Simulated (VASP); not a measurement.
A run of VASP 6.6.1:

INCAR

```
SYSTEM = NaAg2
PREC = Accurate
ENCUT = 520
EDIFF = 1E-6
ISMEAR = -1
SIGMA = 0.1
LREAL = .False.
LASPH = .True.
NELM = 60
ALGO = Normal
ISIF = 2
LWAVE = .False.
LCHARG = .True.
GGA = PS
LELF = .True.
LVHAR = .True.
NBANDS = 38
```

Contents of KPOINTS:

```
regular mesh
0
Gamma
  5 5 5
  0 0 0
```

The input POSCAR:

```
NaAg2
1.0
    0.0000000000      3.9615000000      3.9615000000
    3.9615000000      0.0000000000      3.9615000000
    3.9615000000      3.9615000000      0.0000000000
Na Ag
2 4
Direct
    0.0000000000      0.0000000000      0.0000000000
    0.2500000000      0.2500000000      0.2500000000
    0.6250000000      0.6250000000      0.6250000000
    0.1250000000      0.6250000000      0.6250000000
    0.6250000000      0.6250000000      0.1250000000
    0.6250000000      0.1250000000      0.6250000000
```

Potentials or basis: VASP PAW PBE potentials, release 64 (Na_pv, Ag).

Launch:

```sh
$ cat potpaw_PBE.64/Na_pv/POTCAR potpaw_PBE.64/Ag/POTCAR > POTCAR
$ mpirun -np 1 vasp_std > vasp.out
```

Hardware: 1 thread of Intel(R) Xeon(R) Platinum 8488C (Sapphire Rapids) (shared host).

**Question.** How long does it take, and how much memory?

**Answer.** Run time: 40 s on 1 thread of Intel(R) Xeon(R) Platinum 8488C (Sapphire Rapids), on a shared host, peak memory 0.25 GiB. Counts: scf iterations 12, k points 10.
